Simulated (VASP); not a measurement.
# Sn (I4/mmm) in VASP: notebook, part 2 of 3

VASP 6.6.1.

### 3 Single point, PBEsol

This run uses another cell than the first one, of 26.81 Å³/atom.

Input file INCAR:

```
PREC = Accurate
ENCUT = 520
EDIFF = 1E-6
ISMEAR = -1
SIGMA = 0.05
LREAL = False
LASPH = True
NELM = 100
ALGO = Normal
ISIF = 2
LWAVE = False
LCHARG = False
GGA = PS
NBANDS = 13
```

Input file KPOINTS:

```
Automatic mesh
0
Gamma
  9 9 9
```

Input file POSCAR:

```
Sn
1.0
   -2.0291894110      2.0291894110      1.6275447898
    2.0291894110     -2.0291894110      1.6275447898
    2.0291894110      2.0291894110     -1.6275447898
Sn
1
Direct
    0.0000000000      0.0000000000      0.0000000000
```

Potentials or basis: VASP PAW PBE potentials, release 64 (Sn_d).

Launch:

```
> cat potpaw_PBE.64/Sn_d/POTCAR > POTCAR
> mpirun -np 1 vasp_std > vasp.out
```

OUTCAR:

```text
PREC = Accurate
   ENCUT = 520
   EDIFF = 1E-6
   ISMEAR = -1
   LREAL = False
   LASPH = True
   NELM = 100
   ISIF = 2
   GGA = PS

 ion  position               nearest neighbor table
   1  0.000  0.000  0.000-

  LATTYP: Found a body centered tetragonal cell.
 ALAT       =     4.0583788220
 C/A-ratio  =     0.8020664710

  Lattice vectors:

 A1 = (  -2.0291894110,   2.0291894110,   1.6275447898)
 A2 = (   2.0291894110,  -2.0291894110,   1.6275447898)
 A3 = (   2.0291894110,   2.0291894110,  -1.6275447898)

Analysis of symmetry for initial positions (statically):
=====================================================================
 Subroutine PRICEL returns:
 Original cell was already a primitive cell.

 Routine SETGRP: Setting up the symmetry group for a
 body centered tetragonal supercell.

 Subroutine GETGRP returns: Found 16 space group operations
 (whereof 16 operations were pure point group operations)
 out of a pool of 16 trial point group operations.

The static configuration has the point symmetry D_4h.

Analysis of symmetry for dynamics (positions and initial velocities):
=====================================================================
 Subroutine PRICEL returns:
 Original cell was already a primitive cell.

 Routine SETGRP: Setting up the symmetry group for a
 body centered tetragonal supercell.

 Subroutine GETGRP returns: Found 16 space group operations
 (whereof 16 operations were pure point group operations)
 out of a pool of 16 trial point group operations.

The dynamic configuration has the point symmetry D_4h.

 Subroutine INISYM returns: Found 16 space group operations
 (whereof 16 operations are pure point group operations),
 and found     1 'primitive' translations

----------------------------------------------------------------------------------------
[... 115 lines left out ...]
   LORBIT       =      0    0 simple, 1 ext, 2 COOP (PROOUT), +10 PAW based schemes
   GGA     = PS    functional components
   LHFCALC =     F    Hartree Fock is set to
   AEXX    =    0.0000 exact exchange contribution
   IVDW    =     0    specifies the selected vdW correction
   LEPSILON=     F    determine dielectric tensor
   LRPA    =     F    only Hartree local field effects (RPA)
 non-spin polarized calculation
  energy-cutoff  :      520.00
  volume of cell :       26.81
 maximum number of plane-waves:       734
 NGX is ok and might be reduce to    28
   NGX = 13   NGY = 13   NGZ = 13

 number of electron      14.0000004 magnetization

 Free energy of the ion-electron system (eV)
  ---------------------------------------------------
  ext. energy  EPLUGINS =         0.00000000
  ---------------------------------------------------
  free energy    TOTEN  =        -4.23524381 eV

  energy without entropy =       -4.22932849  energy(sigma->0) =       -4.23228615

 E-fermi :   7.9660     XC(G=0): -10.5577

 val. band max:        7.9101392364   @ k =  -0.2222  -0.4444   0.1111
 cond. band min:       8.0162705917   @ k =  -0.4444  -0.4444   0.3333
 fundamental gap:      0.1061313554
 Fermi energy:         7.9660266977

 k-point     1 :       0.0000    0.0000    0.0000
  band No.  band energies     occupation
      1     -13.3973      2.00000
      2     -13.3156      2.00000
      3     -13.2972      2.00000
      4     -13.2972      2.00000
      5     -13.1876      2.00000
      6      -3.1425      2.00000
      7      14.7596      0.00000
      8      14.7596      0.00000
      9      17.8284      0.00000
     10      18.2251      0.00000
     11      19.3234      0.00000
     12      20.8509      0.00000
     13      20.8509      0.00000
[... 354 lines left out ...]
  band No.  band energies     occupation
      1     -13.3448      2.00000
      2     -13.3229      2.00000
      3     -13.2720      2.00000
      4     -13.2401      2.00000
      5     -13.1507      2.00000
      6       0.8641      2.00000
      7       3.5063      2.00000
      8      12.3295      0.00000
      9      14.8506      0.00000
     10      18.7491      0.00000
     11      20.3311      0.00000
     12      20.5758      0.00000
     13      22.3764      0.00000

 [... further k-points ...]

------------------------ aborting loop because EDIFF is reached ----------------------------------------

  FORCE on cell =-STRESS in cart. coord.  units (eV):
  Direction    XX          YY          ZZ          XY          YZ          ZX
  --------------------------------------------------------------------------------------
  -------------------------------------------------------------------------------------
  Total       -0.3112216     -0.3112216      0.3295925      0.0000000      0.0000000      0.0000000
  in kB      -18.6012543    -18.6012543     19.6992547      0.0000000      0.0000000      0.0000000
  external PRESSURE =      -5.8344180 kB  Pullay stress =       0.0000000 kB

 VOLUME and BASIS-vectors are now :
 -----------------------------------------------------------------------------
  energy-cutoff  :      520.00
  volume of cell :       26.81
      direct lattice vectors                 reciprocal lattice vectors
    -2.029189411  2.029189411  1.627544790     0.000000000  0.246403809  0.307211207
     2.029189411 -2.029189411  1.627544790     0.246403809  0.000000000  0.307211207
     2.029189411  2.029189411 -1.627544790     0.246403809  0.246403809  0.000000000

 POSITION                                       TOTAL-FORCE (eV/Angst)
 -----------------------------------------------------------------------------------
      0.00000      0.00000      0.00000        -0.000000      0.000000      0.000000
 -----------------------------------------------------------------------------------
    total drift:                               -0.000000     -0.000000     -0.000000

  FREE ENERGIE OF THE ION-ELECTRON SYSTEM (eV)
  ---------------------------------------------------
  free  energy   TOTEN  =        -4.2352438087 eV

  energy  without entropy=       -4.2293284883  energy(sigma->0) =       -4.23228615
```

OSZICAR:

```text
N       E                     dE             d eps       ncg     rms          rms(c)
DAV:   1     0.769049266696E+02    0.76905E+02   -0.71085E+03  2015   0.160E+03
DAV:   2     0.122282972879E+01   -0.75682E+02   -0.73341E+02  2095   0.329E+02
DAV:   3    -0.414280273160E+01   -0.53656E+01   -0.53441E+01  2308   0.718E+01
DAV:   4    -0.425279898283E+01   -0.11000E+00   -0.10996E+00  2381   0.110E+01
DAV:   5    -0.425650327507E+01   -0.37043E-02   -0.37042E-02  2549   0.196E+00    0.142E+00
DAV:   6    -0.424040495901E+01    0.16098E-01   -0.16694E-02  2465   0.232E+00    0.762E-01
DAV:   7    -0.423552872685E+01    0.48762E-02   -0.93015E-03  2455   0.163E+00    0.119E-01
DAV:   8    -0.423524297232E+01    0.28575E-03   -0.73112E-04  2365   0.464E-01    0.181E-02
DAV:   9    -0.423524342781E+01   -0.45549E-06   -0.15648E-05  2870   0.502E-02    0.874E-03
DAV:  10    -0.423524380869E+01   -0.38088E-06   -0.93473E-07  1645   0.163E-02
   1 F= -.42352438E+01 E0= -.42322861E+01  d E =-.591532E-02
```

stdout:

```text
POSCAR found type information on POSCAR Sn
 POSCAR found :  1 types and       1 ions
 scaLAPACK will be used
 -----------------------------------------------------------------------------
|                                                                             |
|                                                                             |
|     You enforced a specific xc type in the INCAR file but a different       |
|     I HOPE YOU KNOW WHAT YOU ARE DOING!                                     |
|                                                                             |
 -----------------------------------------------------------------------------

 LDA part: xc-table for (Slater+PW92), standard interpolation
 POSCAR, INCAR and KPOINTS ok, starting setup
 FFT: planning ... GRIDC
 FFT: planning ... GRID_SOFT
 FFT: planning ... GRID
 WAVECAR not read
 entering main loop
```

Run time: 26 s. Hardware: 1 thread of Intel Xeon 8259CL, shared host; peak memory 0.17 GiB.

Results:

* Free energy: -4.2352 eV
* Pressure: -0.6 GPa
* Band gap on the k mesh: zero (bands 7 and 8 overlap by 8.59 eV)

Caveat: the PAW data sets were made with another functional, which shifts forces and pressure a little; spin-orbit coupling is left out, which moves the levels of the heavy elements.

### 4 Single point, PBEsol

This run uses another cell than the first one, of 27.08 Å³/atom.

Input file INCAR:

```
SYSTEM = Sn
  ALGO = Normal
  EDIFF = 1E-7
  ENCUT = 520
  GGA = PS
  ISIF = 2
  ISMEAR = -1
  LASPH = .True.
  LCHARG = .True.
  LELF = .True.
  LREAL = .False.
  LVHAR = .True.
  LWAVE = .False.
  NBANDS = 13
  NELM = 80
  PREC = Accurate
  SIGMA = 0.05
```

Input file KPOINTS:

```
k-points
0
Gamma
  9 9 9
  0 0 0
```

Input file POSCAR:

```
Sn
1.0
   -2.0291894110      2.0291894110      1.6441523897
    2.0291894110     -2.0291894110      1.6441523897
    2.0291894110      2.0291894110     -1.6441523897
Sn
1
Direct
    0.0000000000      0.0000000000      0.0000000000
```

Potentials or basis: VASP PAW PBE potentials, release 64 (Sn_d).

Launch:

```
> cat potpaw_PBE.64/Sn_d/POTCAR > POTCAR
> mpirun -np 1 vasp_std > vasp.out
```

OUTCAR:

```text
SYSTEM = Sn
   EDIFF = 1E-7
   ENCUT = 520
   GGA = PS
   ISIF = 2
   ISMEAR = -1
   LASPH = .True.
   LREAL = .False.
   NELM = 80
   PREC = Accurate

 ion  position               nearest neighbor table
   1  0.000  0.000  0.000-

  LATTYP: Found a body centered tetragonal cell.
 ALAT       =     4.0583788220
 C/A-ratio  =     0.8102508227

  Lattice vectors:

 A1 = (  -2.0291894110,   2.0291894110,   1.6441523897)
 A2 = (   2.0291894110,  -2.0291894110,   1.6441523897)
 A3 = (   2.0291894110,   2.0291894110,  -1.6441523897)

Analysis of symmetry for initial positions (statically):
=====================================================================
 Subroutine PRICEL returns:
 Original cell was already a primitive cell.

 Routine SETGRP: Setting up the symmetry group for a
 body centered tetragonal supercell.

 Subroutine GETGRP returns: Found 16 space group operations
 (whereof 16 operations were pure point group operations)
 out of a pool of 16 trial point group operations.

The static configuration has the point symmetry D_4h.

Analysis of symmetry for dynamics (positions and initial velocities):
=====================================================================
 Subroutine PRICEL returns:
 Original cell was already a primitive cell.

 Routine SETGRP: Setting up the symmetry group for a
 body centered tetragonal supercell.

 Subroutine GETGRP returns: Found 16 space group operations
 (whereof 16 operations were pure point group operations)
 out of a pool of 16 trial point group operations.

The dynamic configuration has the point symmetry D_4h.

 Subroutine INISYM returns: Found 16 space group operations
 (whereof 16 operations are pure point group operations),
 and found     1 'primitive' translations

----------------------------------------------------------------------------------------

                                     Primitive cell

  volume of cell :      27.0799

  direct lattice vectors                    reciprocal lattice vectors
    -2.029189411  2.029189411  1.644152390     0.000000000  0.246403809  0.304108064
     2.029189411 -2.029189411  1.644152390     0.246403809  0.000000000  0.304108064
[... 115 lines left out ...]
  energy-cutoff  :      520.00
  volume of cell :       27.08
 maximum number of plane-waves:       744
 NGX is ok and might be reduce to    28
   NGX = 13   NGY = 13   NGZ = 13

 number of electron      14.0000001 magnetization

 Free energy of the ion-electron system (eV)
  ---------------------------------------------------
  ext. energy  EPLUGINS =         0.00000000
  ---------------------------------------------------
  free energy    TOTEN  =        -4.23806727 eV

  energy without entropy =       -4.23326017  energy(sigma->0) =       -4.23566372

 E-fermi :   7.8348     XC(G=0): -10.5113

 val. band max:        7.8219092279   @ k =  -0.2222  -0.4444   0.1111
 cond. band min:       7.8992174491   @ k =  -0.4444  -0.4444   0.3333
 fundamental gap:      0.0773082212
 Fermi energy:         7.8347524500

 k-point     1 :       0.0000    0.0000    0.0000
  band No.  band energies     occupation
      1     -13.5118      2.00000
      2     -13.4248      2.00000
      3     -13.4193      2.00000
      4     -13.4193      2.00000
      5     -13.3101      2.00000
      6      -3.1868      2.00000
      7      14.6671      0.00000
      8      14.6671      0.00000
      9      17.4765      0.00000
     10      18.1613      0.00000
     11      19.2627      0.00000
     12      20.6024      0.00000
     13      20.6024      0.00000
[... 354 lines left out ...]
  band No.  band energies     occupation
      1     -13.4565      2.00000
      2     -13.4441      2.00000
      3     -13.3904      2.00000
      4     -13.3600      2.00000
      5     -13.2730      2.00000
      6       0.8080      2.00000
      7       3.4480      2.00000
      8      12.0476      0.00000
      9      14.5818      0.00000
     10      18.6720      0.00000
     11      19.9394      0.00000
     12      20.5125      0.00000
     13      22.0023      0.00000

 [... further k-points ...]

------------------------ aborting loop because EDIFF is reached ----------------------------------------

  FORCE on cell =-STRESS in cart. coord.  units (eV):
  Direction    XX          YY          ZZ          XY          YZ          ZX
  --------------------------------------------------------------------------------------
  -------------------------------------------------------------------------------------
  Total       -0.3937101     -0.3937101      0.1818171      0.0000000      0.0000000      0.0000000
  in kB      -23.2937754    -23.2937754     10.7571708      0.0000000      0.0000000      0.0000000
  external PRESSURE =     -11.9434600 kB  Pullay stress =       0.0000000 kB

 VOLUME and BASIS-vectors are now :
 -----------------------------------------------------------------------------
  energy-cutoff  :      520.00
  volume of cell :       27.08
      direct lattice vectors                 reciprocal lattice vectors
    -2.029189411  2.029189411  1.644152390     0.000000000  0.246403809  0.304108064
     2.029189411 -2.029189411  1.644152390     0.246403809  0.000000000  0.304108064
     2.029189411  2.029189411 -1.644152390     0.246403809  0.246403809  0.000000000

 POSITION                                       TOTAL-FORCE (eV/Angst)
 -----------------------------------------------------------------------------------
      0.00000      0.00000      0.00000         0.000000     -0.000000     -0.000000
 -----------------------------------------------------------------------------------
    total drift:                               -0.000000     -0.000000     -0.000000

  FREE ENERGIE OF THE ION-ELECTRON SYSTEM (eV)
  ---------------------------------------------------
  free  energy   TOTEN  =        -4.2380672689 eV

  energy  without entropy=       -4.2332601705  energy(sigma->0) =       -4.23566372
```

stdout:

```text
POSCAR found type information on POSCAR Sn
 POSCAR found :  1 types and       1 ions
 scaLAPACK will be used
 -----------------------------------------------------------------------------
|                                                                             |
|                                                                             |
|     You enforced a specific xc type in the INCAR file but a different       |
|     I HOPE YOU KNOW WHAT YOU ARE DOING!                                     |
|                                                                             |
 -----------------------------------------------------------------------------

 LDA part: xc-table for (Slater+PW92), standard interpolation
 POSCAR, INCAR and KPOINTS ok, starting setup
 FFT: planning ... GRIDC
 FFT: planning ... GRID_SOFT
 FFT: planning ... GRID
 WAVECAR not read
 entering main loop
```

Wall time 33 s (1 thread of Intel Xeon 8259CL, shared host); peak memory 0.17 GiB.

Results:

```
Free energy            : -4.2381 eV
Pressure               : -1.2 GPa
Band gap on the k mesh : zero (bands 7 and 8 overlap by 8.65 eV)
```

Stress tensor (GPa, compression positive):
```
-2.33  0.00  0.00
 0.00 -2.33  0.00
 0.00  0.00  1.08
```

Caveat: the PAW data sets were made with another functional, which shifts forces and pressure a little; spin-orbit coupling is left out, which moves the levels of the heavy elements.

[end of part 2 of 3]
